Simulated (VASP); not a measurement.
# BaS (I4/mmm) in VASP: electric field gradients with PBEsol

Aim: the electric field gradients of BaS with PBEsol.

Everything below comes from runs of VASP 6.6.1. Logs are shortened: lines on timing, memory, paths and dates and some standing lists are left out, and cuts for length are marked.

### 1 The cell of the first run

It takes space group I4/mmm (No. 139, tetragonal). The conventional cell has a = 4.517 Å, b = 4.517 Å, c = 6.196 Å, α = 90.00°, β = 90.00°, γ = 90.00°. Within 4.1 Å of Ba (site symmetry 4/mmm) lie 6 S at 3.10 to 3.19 Å. Within 4.1 Å of S (site symmetry 4/mmm) lie 6 Ba at 3.10 to 3.19 Å.

### 2 Electric field gradients, PBEsol (zz strain of -3 %)

The input, INCAR:

```
PREC = Accurate
ENCUT = 520
EDIFF = 1E-8
ISMEAR = -1
SIGMA = 0.02
LREAL = F
LASPH = T
NELM = 100
ALGO = Normal
ISIF = 2
LWAVE = F
LCHARG = F
GGA = PS
LEFG = T
NBANDS = 15
```

The input, KPOINTS:

```
regular mesh
0
Gamma
  8 8 8
```

The input, POSCAR:

```
BaS
1.0
    0.0000000000      3.1937500000      3.0979375000
    3.1937500000      0.0000000000      3.0979375000
    3.1937500000      3.1937500000      0.0000000000
Ba S
1 1
Direct
    0.0000000000      0.0000000000      0.0000000000
    0.5000000000      0.5000000000      0.5000000000
```

Potentials or basis: VASP PAW PBE potentials, release 64 (Ba_sv, S).

Launch:

```sh
$ cat potpaw_PBE.64/Ba_sv/POTCAR potpaw_PBE.64/S/POTCAR > POTCAR
$ mpirun -np 1 vasp_std > vasp.out
```

OUTCAR:

```text
PREC = Accurate
   ENCUT = 520
   EDIFF = 1E-8
   ISMEAR = -1
   LREAL = F
   LASPH = T
   NELM = 100
   ISIF = 2
   GGA = PS

 ion  position               nearest neighbor table
   1  0.000  0.000  0.000-   2 3.10   2 3.10   2 3.19   2 3.19   2 3.19   2 3.19
   2  0.500  0.500  0.500-   1 3.10   1 3.10   1 3.19   1 3.19   1 3.19   1 3.19

  LATTYP: Found a body centered tetragonal cell.
 ALAT       =     4.5166445648
 C/A-ratio  =     1.3717871555

  Lattice vectors:

 A1 = (   0.0000000000,  -3.1937500000,  -3.0979375000)
 A2 = (   0.0000000000,   3.1937500000,  -3.0979375000)
 A3 = (   3.1937500000,   0.0000000000,   3.0979375000)

Analysis of symmetry for initial positions (statically):
=====================================================================
 Subroutine PRICEL returns:
 Original cell was already a primitive cell.

 Routine SETGRP: Setting up the symmetry group for a
 body centered tetragonal supercell.

 Subroutine GETGRP returns: Found 16 space group operations
 (whereof 16 operations were pure point group operations)
 out of a pool of 16 trial point group operations.

The static configuration has the point symmetry D_4h.

Analysis of symmetry for dynamics (positions and initial velocities):
=====================================================================
 Subroutine PRICEL returns:
 Original cell was already a primitive cell.

 Routine SETGRP: Setting up the symmetry group for a
 body centered tetragonal supercell.

 Subroutine GETGRP returns: Found 16 space group operations
 (whereof 16 operations were pure point group operations)
 out of a pool of 16 trial point group operations.

The dynamic configuration has the point symmetry D_4h.

 Subroutine INISYM returns: Found 16 space group operations
 (whereof 16 operations are pure point group operations),
 and found     1 'primitive' translations

----------------------------------------------------------------------------------------

                                     Primitive cell

  volume of cell :      63.1982

  direct lattice vectors                    reciprocal lattice vectors
     0.000000000  3.193750000  3.097937500    -0.156555773  0.156555773  0.161397704
     3.193750000  0.000000000  3.097937500     0.156555773 -0.156555773  0.161397704
     3.193750000  3.193750000  0.000000000     0.156555773  0.156555773 -0.161397704

  length of vectors
     4.449410727  4.449410727  4.516644565     0.273986567  0.273986567  0.273986567

  position of ions in fractional coordinates (direct lattice)
     0.000000000  0.000000000  0.000000000
     0.500000000  0.500000000  0.500000000

  ion indices of the primitive-cell ions
   primitive index   ion index
                 1           1
                 2           2

----------------------------------------------------------------------------------------

 KPOINTS: regular mesh

Automatic generation of k-mesh.
 Grid dimensions read from file:
 generate k-points for:    8    8    8

 Generating k-lattice:

  Cartesian coordinates                     Fractional coordinates (reciprocal lattice)
    -0.019569472  0.019569472  0.020174713     0.125000000 -0.000000000  0.000000000
     0.019569472 -0.019569472  0.020174713    -0.000000000  0.125000000  0.000000000
     0.019569472  0.019569472 -0.020174713     0.000000000  0.000000000  0.125000000

  Length of vectors
     0.034248321  0.034248321  0.034248321

  Shift w.r.t. Gamma in fractional coordinates (k-lattice)
     0.000000000  0.000000000  0.000000000

 Subroutine IBZKPT returns following result:
 ===========================================

 Found     59 irreducible k-points:

 Following reciprocal coordinates:
            Coordinates               Weight
  0.000000  0.000000  0.000000      1.000000
  0.125000 -0.000000  0.000000      8.000000
  0.250000 -0.000000  0.000000      8.000000
  0.375000 -0.000000  0.000000      8.000000
  0.500000 -0.000000  0.000000      4.000000
  0.125000  0.125000  0.000000      2.000000
[... 16 lines left out ...]
  0.250000 -0.000000  0.125000     16.000000
  0.375000 -0.000000  0.125000     16.000000
 [... further k-points ...]
   k-points           NKPTS =     59   k-points in BZ     NKDIM =     59   number of bands    NBANDS=     15
   number of dos      NEDOS =    301   number of ions     NIONS =      2
   total plane-waves  NPLWV =  46656
   dimension x,y,z NGX =    36 NGY =   36 NGZ =   36
   dimension x,y,z NGXF=    72 NGYF=   72 NGZF=   72
   ions per type =               1   1
   NGX,Y,Z   is equivalent  to a cutoff of  13.45, 13.45, 13.25 a.u.
   NGXF,Y,Z  is equivalent  to a cutoff of  26.90, 26.90, 26.50 a.u.
 SYSTEM =  unknown system
   PREC   = accura    normal or accurate (medium, high low for compatibility)
   ISTART =      0    job   : 0-new  1-cont  2-samecut
   ICHARG =      2    charge: 1-file 2-atom 10-const
   ISPIN  =      1    spin polarized calculation?
   LNONCOLLINEAR =      F non collinear calculations
   LSORBIT =      F    spin-orbit coupling
   LASPH  =      T    aspherical Exc in radial PAW
   ENCUT  =  520.0 eV  38.22 Ry    6.18 a.u.   8.27  8.27  8.40*2*pi/ulx,y,z
   NELM   =    100;   NELMIN=  2; NELMDL= -5     # of ELM steps
   EDIFF  = 0.1E-07   stopping-criterion for ELM
   LREAL  =      F    real-space projection
   EDIFFG = 0.1E-06   stopping-criterion for IOM
   NSW    =      0    number of steps for IOM
   IBRION =     -1    ionic relax: 0-MD 1-quasi-New 2-CG
   NFREE  =      0    steps in history (QN), initial steepest desc. (CG)
   ISIF   =      2    stress and relaxation
   ISYM   =      2    0-nonsym 1-usesym 2-fastsym
   POTIM  = 0.5000    time-step for ionic-motion
   TEBEG  =    0.0;   TEEND  =   0.0 temperature during run
   PSTRESS=    0.0 pullay stress
   NELECT =      16.0000    total number of electrons
   NUPDOWN=      -1.0000    fix difference up-down
   EMIN   =  10.00;   EMAX   =-10.00  energy-range for DOS
   EFERMI =   0.00;   METHOD = LEGACY
   ISMEAR =    -1;   SIGMA  =   0.02  broadening in eV -4-tet -1-fermi 0-gaus
   EFERMI_NEDOS =   21; number of points for ismear=-14 and -15
   IALGO  =     38    algorithm
   IMIX   =      4    mixing-type and parameters
     AMIX     =   0.40;   BMIX     =  1.00
     AMIX_MAG =   1.60;   BMIX_MAG =  1.00
  volume/ion in A,a.u.               =      31.60       213.24
  Fermi-wavevector in a.u.,A,eV,Ry     =   1.035651  1.957096 14.593235  1.072573
  Thomas-Fermi vector in A             =   2.170004
   LORBIT       =      0    0 simple, 1 ext, 2 COOP (PROOUT), +10 PAW based schemes
   GGA     = PS    functional components
   LHFCALC =     F    Hartree Fock is set to
   AEXX    =    0.0000 exact exchange contribution
   IVDW    =     0    specifies the selected vdW correction
   LEPSILON=     F    determine dielectric tensor
   LRPA    =     F    only Hartree local field effects (RPA)
 non-spin polarized calculation
  energy-cutoff  :      520.00
  volume of cell :       63.20
 maximum number of plane-waves:      1727
 NGX is ok and might be reduce to    36
   NGX = 17   NGY = 17   NGZ = 17

 number of electron      15.9999999 magnetization

 Free energy of the ion-electron system (eV)
  ---------------------------------------------------
  ext. energy  EPLUGINS =         0.00000000
  ---------------------------------------------------
  free energy    TOTEN  =       -10.70360750 eV

  energy without entropy =      -10.70360750  energy(sigma->0) =      -10.70360750

 E-fermi :   2.0118     XC(G=0):  -8.9492

 val. band max:        1.5878379246   @ k =   0.0000   0.0000   0.0000
 cond. band min:       3.4131486337   @ k =   0.5000   0.5000   0.0000
 fundamental gap:      1.8253107091
 Fermi energy:         2.0118099737

 k-point     1 :       0.0000    0.0000    0.0000
  band No.  band energies     occupation
      1     -24.4362      2.00000
      2      -9.4858      2.00000
      3      -9.4718      2.00000
      4      -9.4718      2.00000
      5      -8.8988      2.00000
      6       1.4657      2.00000
      7       1.4657      2.00000
      8       1.5878      2.00000
      9       5.0158      0.00000
     10       5.2151      0.00000
     11       5.2151      0.00000
     12       5.4392      0.00000
     13       6.1794      0.00000
     14       6.4226      0.00000
     15      10.0704      0.00000
[... 397 lines left out ...]
 k-point    24 :       0.3750   -0.0000    0.1250
  band No.  band energies     occupation
      1     -24.3925      2.00000
      2     -10.5204      2.00000
      3      -9.5521      2.00000
      4      -9.5483      2.00000
      5      -7.8226      2.00000
      6      -0.0950      2.00000
      7       0.6223      2.00000
      8       0.7890      2.00000
      9       5.2508      0.00000
     10       7.2149      0.00000
     11       7.3901      0.00000
     12       7.4841      0.00000
     13       8.3904      0.00000
     14       9.5981      0.00000
     15      11.6724      0.00000

 [... further k-points ...]
[... 5 lines left out ...]
  --------------------------------------------------------------------------------------
  -------------------------------------------------------------------------------------
  Total       -0.0115588     -0.0115588      1.2262881      0.0000000      0.0000000      0.0000000
  in kB       -0.2930357     -0.2930357     31.0884184      0.0000000      0.0000000      0.0000000
  external PRESSURE =      10.1674490 kB  Pullay stress =       0.0000000 kB

 VOLUME and BASIS-vectors are now :
 -----------------------------------------------------------------------------
  energy-cutoff  :      520.00
  volume of cell :       63.20
      direct lattice vectors                 reciprocal lattice vectors
     0.000000000  3.193750000  3.097937500    -0.156555773  0.156555773  0.161397704
     3.193750000  0.000000000  3.097937500     0.156555773 -0.156555773  0.161397704
     3.193750000  3.193750000  0.000000000     0.156555773  0.156555773 -0.161397704

 POSITION                                       TOTAL-FORCE (eV/Angst)
 -----------------------------------------------------------------------------------
      0.00000      0.00000      0.00000        -0.000000      0.000000     -0.000000
      3.19375      3.19375      3.09794         0.000000     -0.000000      0.000000
 -----------------------------------------------------------------------------------
    total drift:                                0.000000      0.000000      0.000000

  FREE ENERGIE OF THE ION-ELECTRON SYSTEM (eV)
  ---------------------------------------------------
  free  energy   TOTEN  =       -10.7036075005 eV

  energy  without entropy=      -10.7036075005  energy(sigma->0) =      -10.70360750

 Electric field gradients (V/A^2)
---------------------------------------------------------------------
 ion       V_xx      V_yy      V_zz      V_xy      V_xz      V_yz
---------------------------------------------------------------------
   1      21.592    21.592   -43.183     0.000     0.000     0.000
   2       6.148     6.148   -12.295     0.000     0.001     0.001
---------------------------------------------------------------------

 Electric field gradients after diagonalization (V/A^2)
 (convention: |V_zz| > |V_xx| > |V_yy|)
----------------------------------------------------------------------
 ion       V_xx      V_yy      V_zz     asymmetry (V_yy - V_xx)/ V_zz
----------------------------------------------------------------------
   1      21.592    21.592   -43.183       0.000
   2       6.148     6.147   -12.295       0.000
----------------------------------------------------------------------

           NMR quadrupolar parameters

 Cq : quadrupolar parameter    Cq=e*Q*V_zz/h
 eta: asymmetry parameters     (V_yy - V_xx)/ V_zz
 Q  : nuclear electric quadrupole moment in mb (millibarn)
----------------------------------------------------------------------
 ion       Cq(MHz)       eta       Q (mb)
----------------------------------------------------------------------
   1      -0.104       0.000       1.000
   2      -0.030       0.000       1.000
----------------------------------------------------------------------
```

Run time: 51 s. Hardware: 1 thread of Intel Xeon Platinum 8259CL at 2.50GHz (Skylake/Cascade Lake), shared host; peak memory 0.23 GiB.

What came out:

```yaml
Free_energy: -10.7036 eV
Pressure: 1.0 GPa
Band_gap_on_the_k_mesh: 1.83 eV (least direct gap 1.96 eV)
Largest_electric_field_gradient_by_atom: Ba -43.2; S -12.3 V/Å²
```

Levels at points of the mesh, in eV from the valence-band top:
```tsv
k point	band 5	band 6	band 7	band 8	band 9	band 10	band 11	band 12
(0.00, 0.00, 0.00)	-10.49	-0.12	-0.12	0.00	3.43	3.63	3.63	3.85
(0.50, 0.00, 0.00)	-9.05	-2.15	-1.26	-1.25	5.49	5.53	6.26	6.34
(0.50, 0.50, 0.00)	-10.40	-0.46	-0.25	-0.25	1.83	5.95	6.04	7.53
(0.50, 0.00, 0.50)	-10.40	-0.64	-0.25	-0.11	1.85	5.75	6.16	7.44
```

Electric field gradients, principal values (V/Å²):
```
atom   least  middle  greatest (by size)
1 Ba  21.592  21.592             -43.183
 2 S   6.147   6.148             -12.295
```

Caveat: the cell differs from its parent crystal (zz strain of -3 %); without QUAD_EFG the Cq values of the log hold for a quadrupole moment of 1 mb, not for the nuclei; the PAW data sets were made with another functional, which shifts forces and pressure a little; spin-orbit coupling is left out, which moves the levels of the heavy elements.
